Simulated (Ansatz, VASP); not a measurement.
## Two plane-wave programs on Al4N5

File INCAR:

```
SYSTEM = Al4N5
PREC = Accurate
ENCUT = 520
EDIFF = 1E-6
ISMEAR = 0
SIGMA = 0.05
LREAL = .False.
LASPH = .True.
NELM = 150
ALGO = Normal
ISIF = 2
LWAVE = .False.
LCHARG = .True.
ISPIN = 2
MAGMOM = 0 0 0 0 3 0 0 0 0
LORBIT = 11
LDIPOL = .True.
IDIPOL = 3
DIPOL = 0.5 0.5 0.352
GGA = PE
LELF = .True.
LVHAR = .True.
LVACPOTAV = .True.
NBANDS = 32
```

KPOINTS

```
regular mesh
0
Gamma
  9 9 1
  0 0 0
```

File POSCAR:

```
Al4N5
1.0
    3.1297683445      0.0000000000      0.0000000000
   -1.5648841723      2.7104588943      0.0000000000
    0.0000000000      0.0000000000     25.0621509606
N Al
5 4
Direct
    0.3333333333      0.6666666667      0.1596032203
    0.6666666667      0.3333333333      0.2597004396
    0.3333333333      0.6666666667      0.3620561642
    0.6666666667      0.3333333333      0.4610505141
    0.6666666667      0.6666666667      0.5997949252
    0.6666666667      0.3333333333      0.1833176549
    0.3333333333      0.6666666667      0.2834148742
    0.6666666667      0.3333333333      0.3814237064
    0.3333333333      0.6666666667      0.4812895341
```

Input for Ansatz:

```yaml
crystal:
  lattice:
    - [3.1297683445, 0.0, 0.0]
    - [-1.5648841723, 2.7104588943, 0.0]
    - [0.0, 0.0, 25.0621509606]
  atoms:
    - { symbol: "N", position: [0.3333333333, 0.6666666667, 0.1596032203] }
    - { symbol: Al, position: [0.6666666667, 0.3333333333, 0.1833176549] }
    - { symbol: "N", position: [0.6666666667, 0.3333333333, 0.2597004396] }
    - { symbol: Al, position: [0.3333333333, 0.6666666667, 0.2834148742] }
    - { symbol: "N", position: [0.3333333333, 0.6666666667, 0.3620561642] }
    - { symbol: Al, position: [0.6666666667, 0.3333333333, 0.3814237064] }
    - { symbol: "N", position: [0.6666666667, 0.3333333333, 0.4610505141] }
    - { symbol: Al, position: [0.3333333333, 0.6666666667, 0.4812895341] }
    - { symbol: "N", position: [0.6666666667, 0.6666666667, 0.5997949252], spin: 3.0 }
basis:
  ecutwfc: 420
kpoints:
  mp_grid: { grid: [9, 9, 1] }
hamiltonian:
  xc: pbe
  pseudopotentials: { kind: paw, azcp: { folder: soft_1 } }
scf:
  occupations: { method: gaussian, width: 0.05 }
output:
  forces: true
  eigenvalues: true
  populations: true
  write_density: true
  write_potential: true
  elf: true
  volumetric_format: npy
magnetization:
  spin_polarized: true
efield:
  axis: 3
  dipole_correction: true
  ramp_width: 0.04
```

Alike in both runs: task single point; functional PBE; k mesh 9 × 9 × 1; occupations gaussian, width 0.05 eV; collinear spin.

```csv
,VASP,Ansatz
version,VASP 6.6.1,Ansatz 0.2.0
potentials or method,"VASP PAW PBE potentials, release 64 (N, Al), cutoff 520 eV","scalar-relativistic, plane waves, PAW"
valence electrons in the cell,37,37
```

Ansatz gave:

```
gap on the k mesh at the Fermi level (eV)                     : none
rms of the force components (eV/Å)                            : 0.870
net moment per atom (μB)                                      : 0.33
size of the moment on the site where the two differ most (μB) : 2.49
work function, face that differs most (eV)                    : 7.03
```

Task: Which values does VASP return?

Result: gap on the k mesh at the Fermi level (eV): none; rms of the force components (eV/Å): 0.802; net moment per atom (μB): 0.27; size of the moment on the site where the two differ most (μB): 1.75; work function, face that differs most (eV): 7.67.

Site moments also hang on the region over which each program counts them. A gap of «none» marks a metal or a gap that the smearing closes. Ansatz's warnings: vacuum below fermi, xc potential rough in thin density.
